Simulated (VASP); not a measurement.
A run of VASP 6.6.1:

The input INCAR:

```
SYSTEM = Ge
PREC = Accurate
ENCUT = 520
EDIFF = 1E-6
ISMEAR = -1
SIGMA = 0.1
LREAL = .False.
LASPH = .True.
NELM = 100
ALGO = Normal
ISIF = 2
LWAVE = .False.
LCHARG = .True.
GGA = RE
LELF = .True.
LVHAR = .True.
NBANDS = 13
```

The input KPOINTS:

```
regular mesh
0
Gamma
  15 15 15
  0 0 0
```

The input POSCAR:

```
Ge
1.0
   -1.6544952055      1.6544952055      1.6544952055
    1.6544952055     -1.6544952055      1.6544952055
    1.6544952055      1.6544952055     -1.6544952055
Ge
1
Direct
    0.0000000000      0.0000000000      0.0000000000
```

Potentials or basis: VASP PAW PBE potentials, release 64 (Ge_d).

Command:

```console
$ cat potpaw_PBE.64/Ge_d/POTCAR > POTCAR
$ mpirun -np 1 vasp_std > vasp.out
```

Hardware: 1 thread of Intel Xeon 8259CL, on a shared host.

**Question.** Estimate the wall time of this run.

**Answer.** It took 23 s on 1 thread of Intel Xeon 8259CL, on a shared host, peak memory 0.15 GiB. Counts: scf iterations 10, k points 120.
